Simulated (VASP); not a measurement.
Runs of VASP 6.6.1 on Os. The structure is that of space group P6/mmm (No. 191), or close to it. The cells are those of the table. This isn't the form of Os at room conditions, which is hcp.

```tsv
task	potentials or basis	cell	cutoff (eV)	gap on the mesh (eV)	pressure (GPa)
single point	VASP PAW PBE potentials, release 64 (Os_sv_GW)	a = 4.185, b = 4.185, c = 2.613 Å, angles 90.0, 90.0, 120.0°, 3 atoms	560	none	48.8
relaxation of shape and atoms at fixed volume	VASP PAW PBE potentials, release 64 (Os)	relaxed from a = 4.174, b = 4.174, c = 2.628 Å, angles 90.0, 90.0, 120.0°, 3 atoms	600	none	50.9
single point	VASP PAW PBE potentials, release 64 (Os)	a = 4.323, b = 4.323, c = 2.722 Å, angles 90.0, 90.0, 120.0°, 3 atoms	520	none	(a)
relaxation of cell and atoms	VASP PAW PBE potentials, release 64 (Os)	relaxed from a = 4.305, b = 4.305, c = 2.669 Å, angles 90.0, 90.0, 120.0°, 3 atoms	600	none	0.0
relaxation of shape and atoms at fixed volume	VASP PAW PBE potentials, release 64 (Os)	relaxed from a = 4.013, b = 4.013, c = 2.527 Å, angles 90.0, 90.0, 120.0°, 3 atoms	600	none	143.0
```

Alike in all rows: level PBE; no spin polarisation; k mesh 9 × 9 × 13; smearing fermi-dirac 0.1 eV.

Q: Estimate the missing entries.

A: (a) -0.2.

Caveats: spin-orbit coupling is left out, which moves the levels of the heavy elements; the cell stands under pressure (at least some runs).

A k mesh can miss the band edges, and the runs leave out spin-orbit coupling on Os.

A gap of «none» marks levels without a gap at the run's occupations.

The runs don't all hold the same shells in valence.
